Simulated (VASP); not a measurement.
Input of a VASP 6.6.1 run:

Contents of INCAR:

```
PREC     = Accurate       # precision mode
ENCUT    = 520            # plane-wave cutoff, eV
EDIFF    = 1E-6           # SCF threshold, eV
ISMEAR   = -1             # smearing method
SIGMA    = 0.05           # smearing width, eV
LREAL    = F              # projectors in reciprocal space
LASPH    = T              # aspherical terms in the spheres
NELM     = 150            # most SCF steps
ALGO     = Normal         # electronic algorithm
ISIF     = 2              # what is computed and relaxed
LWAVE    = F              # write WAVECAR
LCHARG   = F              # write CHGCAR
ISPIN    = 2              # spin polarisation
MAGMOM   = 3 3            # initial moments
LORBIT   = 11             # projections on sites
LMAXMIX  = 4              # l up to which the mixer works
GGA      = PE             # functional
NBANDS   = 20             # bands
```

KPOINTS

```
Automatic mesh
0
Gamma
  12 12 6
```

File POSCAR:

```
Co
1.0
    0.0000000000      1.7993500000      1.7993500000
    1.7993500000      0.0000000000      1.7993500000
    3.5987000000      3.5987000000      0.0000000000
Co
2
Direct
    0.0000000000      0.0000000000      0.0000000000
    0.0000000000      0.0000000000      0.5000000000
```

Potentials or basis: VASP PAW PBE potentials, release 64 (Co).

Command:

```console
$ cat potpaw_PBE.64/Co/POTCAR > POTCAR
$ mpirun -np 1 vasp_std > vasp.out
```

(1) Estimate the site moments.

(2) Estimate the net moment.

(3) Estimate the pressure.

Results:

(1) Co +1.75 μB.

(2) 3.43 μB per cell.

(3) -11.7 GPa.

Caveat: the cell stands under tension.
